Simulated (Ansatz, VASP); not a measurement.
One calculation of Au, two programs

Contents of INCAR:

```
PREC = Accurate
ENCUT = 500
EDIFF = 1E-6
ISMEAR = -1
SIGMA = 0.06122561905347299
LREAL = False
LASPH = True
NELM = 120
ALGO = Normal
ISIF = 2
LWAVE = False
LCHARG = False
GGA = PE
NBANDS = 12
GGA_COMPAT = False
```

The input KPOINTS:

```
regular mesh
0
Gamma
  12 12 12
```

File POSCAR:

```
Au
1.0
    0.0000000000      2.0582665611      2.0582665611
    2.0582665611      0.0000000000      2.0582665611
    2.0582665611      2.0582665611      0.0000000000
Au
1
Direct
    0.0000000000      0.0000000000      0.0000000000
```

Input for Ansatz:

```yaml
crystal:
  atoms:
  - position: [0.0, 0.0, 0.0]
    symbol: Au
  lattice:
  - [0.0, 2.0582665610550235, 2.0582665610550235]
  - [2.0582665610550235, 0.0, 2.0582665610550235]
  - [2.0582665610550235, 2.0582665610550235, 0.0]
hamiltonian:
  dispersion: none
  pseudopotentials:
    kind: all_electron
    lapw: {}
    relativity: scalar
  xc: pbe
kpoints:
  mp_grid:
    grid: [12, 12, 12]
    shift: [0, 0, 0]
magnetization: {spin_polarized: false}
output: {forces: true, stress: true}
scf:
  occupations: {method: fermi_dirac, width: 0.06122561905347299}
```

Alike in both runs: task single point; functional PBE; k mesh 12 × 12 × 12; occupations fermi-dirac, width 0.0612256 eV; no spin polarisation.

```csv
,VASP,Ansatz
version,VASP 6.6.1,Ansatz 0.2 development build
potentials or method,"VASP PAW PBE potentials, release 64 (Au), cutoff 500 eV","all-electron full-potential LAPW, scalar-relativistic"
```

Ansatz gave:

- pressure (GPa): 4.6

Task: Estimate VASP's values.

Result: Pressure (GPa): 4.4.

Ansatz ran all-electron here, and VASP with PAW potentials.

Spin-orbit coupling is off throughout.
